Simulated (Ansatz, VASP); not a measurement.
# One calculation of InSe, two programs

```
Se In
1.0
     3.96000    0.00000    0.00000
    -1.98000    3.42946    0.00000
     0.00000    0.00000   36.71996
Se In
2 2
Cartesian
  0.0000 0.0000 15.5500
  0.0000 0.0000 21.1690
  1.9800 1.1432 16.9016
  1.9800 1.1432 19.8173
```

Alike in both runs: task single point; functional PBE; dispersion D3(BJ); k mesh 9 × 9 × 1; occupations gaussian, width 0.02 eV; no spin polarisation.

```csv
,VASP,Ansatz
version,VASP 6.6.1,Ansatz 0.2.0
potentials or method,"VASP PAW PBE potentials, release 64 (Se, In_d), cutoff 520 eV","scalar-relativistic, plane waves, PAW"
valence electrons in the cell,38,58
```

```tsv
	VASP	Ansatz	Ansatz less VASP
gap on the k mesh at the Fermi level (eV)	1.84	1.85	+0.009
least direct gap on the mesh (eV)	1.93	1.94	+0.005
rms of the force components (eV/Å)	0.171	0.168	-0.0030
```

VASP's potentials hold 38 valence electrons a cell and Ansatz's 58, so a difference there can come from the potentials and not from the codes. Ansatz's warnings: structure snapped to symmetry.
